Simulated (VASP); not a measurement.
# GaAs (F-43m) in VASP: further runs, part 2 of 2

VASP 6.6.1. The steps go on from the part before.

### Step 4. Vibrations by perturbation theory, LDA (22.43 Å³/atom)

This run uses another cell than the first one, of 22.43 Å³/atom.

Contents of INCAR:

```
SYSTEM = GaAs
ALGO = Normal ; EDIFF = 1E-8
ENCUT = 520 ; GGA = CA
IBRION = 8 ; ISIF = 2
ISMEAR = 0 ; LASPH = .TRUE.
LCHARG = .TRUE. ; LREAL = .FALSE.
LWAVE = .FALSE. ; NELM = 60
NSW = 1 ; PREC = Accurate
SIGMA = 0.01
```

Contents of KPOINTS:

```
k-points
0
G
  8 8 8
  0 0 0
```

Contents of POSCAR:

```
GaAs
1.0
    0.0000000000      2.8199757895      2.8199757895
    2.8199757895      0.0000000000      2.8199757895
    2.8199757895      2.8199757895      0.0000000000
Ga As
1 1
Direct
    0.0000000000      0.0000000000      0.0000000000
    0.7500000000      0.7500000000      0.7500000000
```

Potentials or basis: VASP PAW LDA potentials, release 64 (Ga_d, As).

Run with:

```bash
$ cat potpaw_LDA.64/Ga_d/POTCAR potpaw_LDA.64/As/POTCAR > POTCAR
$ mpirun -np 1 vasp_std > vasp.out
```

OUTCAR:

```text
SYSTEM = GaAs
   EDIFF = 1E-8
   ENCUT = 520
   GGA = CA
   IBRION = 8
   ISIF = 2
   ISMEAR = 0
   LASPH = .TRUE.
   LREAL = .FALSE.
   NELM = 60
   NSW = 1
   PREC = Accurate

 ion  position               nearest neighbor table
   1  0.000  0.000  0.000-   2 2.44   2 2.44   2 2.44   2 2.44
   2  0.750  0.750  0.750-   1 2.44   1 2.44   1 2.44   1 2.44

  LATTYP: Found a face centered cubic cell.
 ALAT       =     5.6399515790

  Lattice vectors:

 A1 = (   0.0000000000,   2.8199757895,   2.8199757895)
 A2 = (   2.8199757895,   0.0000000000,   2.8199757895)
 A3 = (   2.8199757895,   2.8199757895,   0.0000000000)

Analysis of symmetry for initial positions (statically):
=====================================================================
 Subroutine PRICEL returns:
 Original cell was already a primitive cell.

[... 615 lines left out ...]

 INTERNAL STRAIN TENSOR  FOR ION    2  DIRECTION 1   (eV/Angst):
 -----------------------------------------------------------------------------
    -0.01085  0.00000  0.00000
     0.00000  0.00733  6.66377
     0.00000  6.66377  0.00733

 INTERNAL STRAIN TENSOR FOR ION    2 for displacements in x,y,z  (eV/Angst):
          X           Y           Z          XY          YZ          ZX
  --------------------------------------------------------------------------------
  x     0.00000    -0.00000     0.00000     0.00000     6.66377     0.00000
  y    -0.00000    -0.00000     0.00000     0.00000     0.00000     6.66377
  z    -0.00000     0.00000     0.00000     6.66377     0.00000     0.00000

 SECOND DERIVATIVES (NOT SYMMETRIZED)
 ------------------------------------
               1X          1Y          1Z          2X          2Y          2Z
  1X    -9.288284    0.000000    0.000000    9.288284    0.000000    0.000000
  1Y     0.000000   -9.288284    0.000000    0.000000    9.288284    0.000000
  1Z     0.000000    0.000000   -9.288284    0.000000    0.000000    9.288284
  2X     9.279204    0.000000    0.000000   -9.279204    0.000000    0.000000
  2Y     0.000000    9.279204    0.000000    0.000000   -9.279204    0.000000
  2Z     0.000000    0.000000    9.279204    0.000000    0.000000   -9.279204

 Eigenvectors and eigenvalues of the dynamical matrix
 ----------------------------------------------------

   1 f  =    7.926385 THz    49.802943 2PiTHz  264.395728 cm-1    32.780878 meV
             X         Y         Z           dx          dy          dz
      0.000000  0.000000  0.000000     0.000000   -0.719872    0.000000
      4.229964  4.229964  4.229964    -0.000000    0.694107    0.000000
[... 21 lines left out ...]
   6 f/i=    0.001937 THz     0.012169 2PiTHz    0.064604 cm-1     0.008010 meV
             X         Y         Z           dx          dy          dz
      0.000000  0.000000  0.000000     0.082322    0.272934   -0.632862
      4.229964  4.229964  4.229964     0.085377    0.283066   -0.656354

--------------------------------------------------------------------------------------------------------

 ELASTIC MODULI CONTR FROM IONIC RELAXATION (kBar)
 Direction    XX          YY          ZZ          XY          YZ          ZX
 --------------------------------------------------------------------------------
 XX          -0.0000      0.0000     -0.0000      0.0000     -0.0000     -0.0000
 YY           0.0000     -0.0000      0.0000     -0.0000      0.0000     -0.0000
 ZZ          -0.0000      0.0000     -0.0000     -0.0000     -0.0000     -0.0000
 XY           0.0000     -0.0000     -0.0000   -169.1834      0.0000      0.0000
 YZ          -0.0000      0.0000     -0.0000      0.0000   -169.1834      0.0000
 ZX          -0.0000     -0.0000     -0.0000      0.0000      0.0000   -169.1834
 --------------------------------------------------------------------------------
```

OSZICAR:

```text
N       E                     dE             d eps       ncg     rms          rms(c)
DAV:   1     0.814948297962E+02    0.81495E+02   -0.93684E+03   770   0.187E+03
DAV:   2    -0.281348050067E+01   -0.84308E+02   -0.81493E+02   824   0.338E+02
DAV:   3    -0.973337687174E+01   -0.69199E+01   -0.68294E+01   944   0.784E+01
[... 44 lines left out ...]
RMM:   7    -0.445458475671E-01   -0.11497E-05    0.80818E-08  4871   0.244E-03    0.394E-04
RMM:   8    -0.445442685339E-01    0.15790E-05    0.13986E-07  4819   0.926E-04    0.451E-05
RMM:   9    -0.445440551106E-01    0.21342E-06    0.10665E-08  4986   0.277E-04    0.204E-05
RMM:  10    -0.445439995804E-01    0.55530E-07   -0.21699E-09  4792   0.103E-04    0.555E-06
RMM:  11    -0.445439894461E-01    0.10134E-07    0.11953E-09  4891   0.401E-05    0.191E-06
RMM:  12    -0.445439850164E-01    0.44298E-08    0.29532E-10  4372   0.142E-05    0.735E-07
 Linear response finished
```

stdout:

```text
POSCAR found type information on POSCAR GaAs
 POSCAR found :  2 types and       2 ions
 scaLAPACK will be used
 LDA part: xc-table for (Slater(with rela. corr.)+CA(PZ))
 , standard interpolation
 POSCAR, INCAR and KPOINTS ok, starting setup
 FFT: planning ... GRIDC
 FFT: planning ... GRID_SOFT
 FFT: planning ... GRID
 WAVECAR not read
 entering main loop
 Linear response reoptimize wavefunctions to high precision
 Linear response DOF=           2
 Linear response progress:
 first order change of Fermi-energy   0.75103E-04
 force on displaced ion       1 direction 1 :  -9.288  -0.000  -0.000
 Linear response progress:
 first order change of Fermi-energy   0.15122E-04
 force on displaced ion       2 direction 1 :  -9.279   0.000   0.000
 Linear response finished
```

It took 4.3 min on 1 thread of Intel Xeon Platinum 8375C at 2.90GHz (Ice Lake), shared host; peak memory 0.28 GiB.

Results:

| Property | Result |
| --- | --- |
| Highest phonon frequency at Γ, LO-TO splitting left out | 264 cm⁻¹ |

Phonon frequencies in cm⁻¹ (negative: imaginary):
| q point | frequencies |
| --- | --- |
| (0.000, 0.000, 0.000) | 0 0 0 264 264 264 |

Caveat: the cell stands under pressure or tension, which shifts response properties.

### Step 5. Vibrations by perturbation theory, LDA (22.43 Å³/atom)

This run uses another cell than the first one, of 22.43 Å³/atom.

Contents of INCAR:

```
SYSTEM = GaAs
ALGO = Normal
EDIFF = 1E-8
ENCUT = 520
IBRION = 8
ISIF = 2
ISMEAR = 0
LASPH = .TRUE.
LCHARG = .FALSE.
LREAL = .FALSE.
LWAVE = .FALSE.
NBANDS = 16
NELM = 60
NSW = 1
PREC = Accurate
SIGMA = 0.01
```

KPOINTS is that of step 4.

POSCAR is that of step 4.

Potentials or basis: VASP PAW LDA potentials, release 64 (Ga_d, As).

Run with:

```bash
$ cat potpaw_LDA.64/Ga_d/POTCAR potpaw_LDA.64/As/POTCAR > POTCAR
$ mpirun -np 1 vasp_std > vasp.out
```

OUTCAR:

```text
SYSTEM = GaAs
   EDIFF = 1E-8
   ENCUT = 520
   IBRION = 8
   ISIF = 2
   ISMEAR = 0
   LASPH = .TRUE.
   LREAL = .FALSE.
   NELM = 60
   NSW = 1
   PREC = Accurate

 ion  position               nearest neighbor table
   1  0.000  0.000  0.000-   2 2.44   2 2.44   2 2.44   2 2.44
   2  0.750  0.750  0.750-   1 2.44   1 2.44   1 2.44   1 2.44

  LATTYP: Found a face centered cubic cell.
 ALAT       =     5.6399515790

  Lattice vectors:

 A1 = (   0.0000000000,   2.8199757895,   2.8199757895)
 A2 = (   2.8199757895,   0.0000000000,   2.8199757895)
 A3 = (   2.8199757895,   2.8199757895,   0.0000000000)

Analysis of symmetry for initial positions (statically):
=====================================================================
 Subroutine PRICEL returns:
 Original cell was already a primitive cell.

 Routine SETGRP: Setting up the symmetry group for a
 face centered cubic supercell.

 Subroutine GETGRP returns: Found 24 space group operations
 (whereof 24 operations were pure point group operations)
 out of a pool of 48 trial point group operations.

The static configuration has the point symmetry T_d .

Analysis of symmetry for dynamics (positions and initial velocities):
=====================================================================
 Subroutine PRICEL returns:
 Original cell was already a primitive cell.

 Routine SETGRP: Setting up the symmetry group for a
 face centered cubic supercell.

 Subroutine GETGRP returns: Found 24 space group operations
 (whereof 24 operations were pure point group operations)
[... 642 lines left out ...]
    total drift:                                0.000000      0.000000      0.000000

  FREE ENERGIE OF THE ION-ELECTRON SYSTEM (eV)
  ---------------------------------------------------
  free  energy   TOTEN  =        -9.6345517133 eV

  energy  without entropy=       -9.6345517133  energy(sigma->0) =       -9.63455171

[... ionic steps 2 to 3 ...]

--------------------------------------- Ionic step        4  -------------------------------------------

------------------------ aborting loop because EDIFF is reached ----------------------------------------

[... ionic steps 5 to 6 ...]

--------------------------------------- Ionic step        7  -------------------------------------------

 Free energy of the ion-electron system (eV)
  ---------------------------------------------------
  ---------------------------------------------------
  free energy    TOTEN  =        -0.04454402 eV

  energy without entropy =       -0.04454402

------------------------ aborting loop because EDIFF is reached ----------------------------------------

 INTERNAL STRAIN TENSOR  FOR ION    2  DIRECTION 1   (eV/Angst):
 -----------------------------------------------------------------------------
    -0.01073  0.00000  0.00000
     0.00000  0.00748  6.66376
     0.00000  6.66376  0.00748

 INTERNAL STRAIN TENSOR FOR ION    2 for displacements in x,y,z  (eV/Angst):
          X           Y           Z          XY          YZ          ZX
  --------------------------------------------------------------------------------
  x    -0.00000    -0.00000    -0.00000     0.00000     6.66376     0.00000
  y    -0.00000    -0.00000    -0.00000     0.00000     0.00000     6.66376
  z    -0.00000    -0.00000    -0.00000     6.66376     0.00000     0.00000

 SECOND DERIVATIVES (NOT SYMMETRIZED)
 ------------------------------------
               1X          1Y          1Z          2X          2Y          2Z
  1X    -9.288433    0.000000    0.000000    9.288433    0.000000    0.000000
  1Y     0.000000   -9.288433    0.000000    0.000000    9.288433    0.000000
  1Z     0.000000    0.000000   -9.288433    0.000000    0.000000    9.288433
  2X     9.279048    0.000000    0.000000   -9.279048    0.000000    0.000000
  2Y     0.000000    9.279048    0.000000    0.000000   -9.279048    0.000000
  2Z     0.000000    0.000000    9.279048    0.000000    0.000000   -9.279048

 Eigenvectors and eigenvalues of the dynamical matrix
 ----------------------------------------------------

   1 f  =    7.926385 THz    49.802947 2PiTHz  264.395750 cm-1    32.780880 meV
             X         Y         Z           dx          dy          dz
      0.000000  0.000000  0.000000     0.719878    0.000000    0.000000
      4.229964  4.229964  4.229964    -0.694101    0.000000    0.000000
[... 21 lines left out ...]
   6 f/i=    0.002002 THz     0.012578 2PiTHz    0.066775 cm-1     0.008279 meV
             X         Y         Z           dx          dy          dz
      0.000000  0.000000  0.000000    -0.150500    0.092880    0.671192
      4.229964  4.229964  4.229964    -0.156089    0.096329    0.696118

--------------------------------------------------------------------------------------------------------

 ELASTIC MODULI CONTR FROM IONIC RELAXATION (kBar)
 Direction    XX          YY          ZZ          XY          YZ          ZX
 --------------------------------------------------------------------------------
 XX          -0.0000     -0.0000     -0.0000      0.0000     -0.0000      0.0000
 YY          -0.0000     -0.0000     -0.0000      0.0000      0.0000     -0.0000
 ZZ          -0.0000     -0.0000     -0.0000     -0.0000      0.0000      0.0000
 XY           0.0000      0.0000     -0.0000   -169.1816      0.0000      0.0000
 YZ          -0.0000      0.0000      0.0000      0.0000   -169.1816      0.0000
 ZX           0.0000     -0.0000      0.0000      0.0000      0.0000   -169.1816
 --------------------------------------------------------------------------------
```

It took 6.1 min on 1 thread of Intel Xeon Platinum 8375C at 2.90GHz (Ice Lake), shared host; peak memory 0.29 GiB.

Results:

```yaml
Highest_phonon_frequency_at_Γ_LO-TO_splitting_left_out: 264 cm⁻¹
```

Phonon frequencies in cm⁻¹ (negative: imaginary):
```
              q point        frequencies
(0.000, 0.000, 0.000)  0 0 0 264 264 264
```

Caveat: the cell stands under pressure or tension, which shifts response properties.
